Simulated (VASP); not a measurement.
Here is a VASP 6.6.1 calculation.

The input INCAR:

```
ALGO     = Fast           # electronic algorithm
EDIFF    = 1E-7           # SCF threshold, eV
ENCUT    = 520            # plane-wave cutoff, eV
GGA      = PE             # functional
ISIF     = 2              # what is computed and relaxed
ISMEAR   = 0              # smearing method
IVDW     = 12             # dispersion correction
LASPH    = True           # aspherical terms in the spheres
LCHARG   = False          # write CHGCAR
LREAL    = False          # projectors in reciprocal space
LWAVE    = False          # write WAVECAR
NBANDS   = 21             # bands
NELM     = 100            # most SCF steps
PREC     = Accurate       # precision mode
SIGMA    = 0.15           # smearing width, eV
```

KPOINTS

```
k-points
0
Gamma
  21 21 6
```

Contents of POSCAR:

```
B2O
1.0
    2.5393922807      0.0000000000      0.0000000000
   -1.2696961403      2.1991782252      0.0000000000
    0.0000000000      0.0000000000      8.5574980467
B O
4 2
Direct
    0.0000000000      0.0000000000      0.4099026039
    0.0000000000      0.0000000000      0.5900973961
    0.6666666667      0.3333333333      0.0293462865
    0.3333333333      0.6666666667      0.9706537135
    0.6666666667      0.3333333333      0.3525784977
    0.3333333333      0.6666666667      0.6474215023
```

Potentials or basis: VASP PAW PBE potentials, release 64 (B, O).

Launch:

```bash
$ cat potpaw_PBE.64/B/POTCAR potpaw_PBE.64/O/POTCAR > POTCAR
$ mpirun -np 1 vasp_std > vasp.out
```

(1) Estimate the pressure.

(2) Estimate the band gap on the k mesh.

(3) What does it give for the dispersion energy per atom?

(4) Estimate the largest force.

Results:

(1) 19.8 GPa.

(2) zero (bands 12 and 13 overlap by 4.30 eV).

(3) -0.152 eV.

(4) 3.098 eV/Å.

Caveat: the stress differs along the axes, from 13 to 34 GPa; forces of over 1 eV/Å act on the atoms, so gaps and moduli don't describe the material at rest.
